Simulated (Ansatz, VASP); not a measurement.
# LiAl6Cu4: VASP beside Ansatz

INCAR

```
PREC = Accurate
ENCUT = 650
EDIFF = 1E-6
ISMEAR = 0
SIGMA = 0.15
LREAL = F
LASPH = T
NELM = 120
ALGO = Normal
ISIF = 2
LWAVE = F
LCHARG = T
GGA = PS
LELF = T
LVHAR = T
NBANDS = 44
GGA_COMPAT = F
```

File KPOINTS:

```
regular mesh
0
Gamma
  8 6 4
```

Contents of POSCAR:

```
LiAl6Cu4
1.0
   -4.0986257031      0.0000000000      0.0000000000
    0.0000000000      0.0000000000     -4.9819853884
    0.0000000000     -7.0990279589      0.0000000000
Al Cu Li
6 4 1
Direct
    0.0000000000      1.0000000000      0.0000000000
    0.5000000000      1.0000000000      0.5000000000
    0.5000000000      0.6484631524      0.1666666667
    0.0000000000      0.6484631524      0.6666666667
    0.0000000000      0.3515368476      0.3333333333
    0.5000000000      0.3515368476      0.8333333333
    0.5000000000      0.1576574106      0.1666666667
    0.0000000000      0.1576574106      0.6666666667
    0.0000000000      0.8423425894      0.3333333333
    0.5000000000      0.8423425894      0.8333333333
    0.3333333333      0.4999279917      0.3333333333
```

Input for Ansatz:

```yaml
crystal:
  lattice:
    - [-4.0986257031, 0.0, 0.0]
    - [0.0, 0.0, -4.9819853884]
    - [0.0, -7.0990279589, 0.0]
  atoms:
    - { symbol: Al, position: [0.0, 1.0, 0.0] }
    - { symbol: Al, position: [0.5, 1.0, 0.5] }
    - { symbol: Al, position: [0.5, 0.6484631524, 0.1666666667] }
    - { symbol: Al, position: [0.0, 0.6484631524, 0.6666666667] }
    - { symbol: Al, position: [0.0, 0.3515368476, 0.3333333333] }
    - { symbol: Al, position: [0.5, 0.3515368476, 0.8333333333] }
    - { symbol: Cu, position: [0.5, 0.1576574106, 0.1666666667] }
    - { symbol: Cu, position: [0.0, 0.1576574106, 0.6666666667] }
    - { symbol: Cu, position: [0.0, 0.8423425894, 0.3333333333] }
    - { symbol: Cu, position: [0.5, 0.8423425894, 0.8333333333] }
    - { symbol: Li, position: [0.3333333333, 0.4999279917, 0.3333333333] }
basis:
  ecutwfc: 420
kpoints:
  mp_grid: { grid: [8, 6, 4] }
hamiltonian:
  xc: pbesol
  pseudopotentials: { kind: paw, azcp: { folder: soft_1 } }
scf:
  occupations: { method: gaussian, width: 0.15 }
output:
  forces: true
  stress: true
  eigenvalues: true
  write_density: true
  write_potential: true
  elf: true
  volumetric_format: npy
```

Alike in both runs: task single point; functional PBEsol; k mesh 8 × 6 × 4; occupations gaussian, width 0.15 eV; no spin polarisation.

```csv
,VASP,Ansatz
version,VASP 6.6.1,Ansatz 0.2.0
potentials or method,"VASP PAW PBE potentials, release 64 (Al, Cu, Li_sv), cutoff 650 eV","scalar-relativistic, plane waves, PAW"
valence electrons in the cell,65,97
```

Ansatz gave:

```
gap on the k mesh at the Fermi level (eV)                     : none
pressure (GPa)                                                : 14.0
traceless stress, the component that is largest in VASP (GPa) : 10.97
rms of the force components (eV/Å)                            : 3.121
```

**Question.** Estimate VASP's values.

**Answer.** gap on the k mesh at the Fermi level (eV): none; pressure (GPa): 14.2; traceless stress, the component that is largest in VASP (GPa): 10.83; rms of the force components (eV/Å): 3.103.

VASP's potentials were made for PBE, not for PBEsol, and Ansatz warns of the same on its side. Atom by atom the forces differ by 0.026 eV/Å (rms over components). A gap of «none» marks a metal or a gap that the smearing closes. The functional is the same, so the differences come from potentials, cutoffs and numerics. VASP's potentials hold 65 valence electrons a cell and Ansatz's 97, so a difference there can come from the potentials and not from the codes.
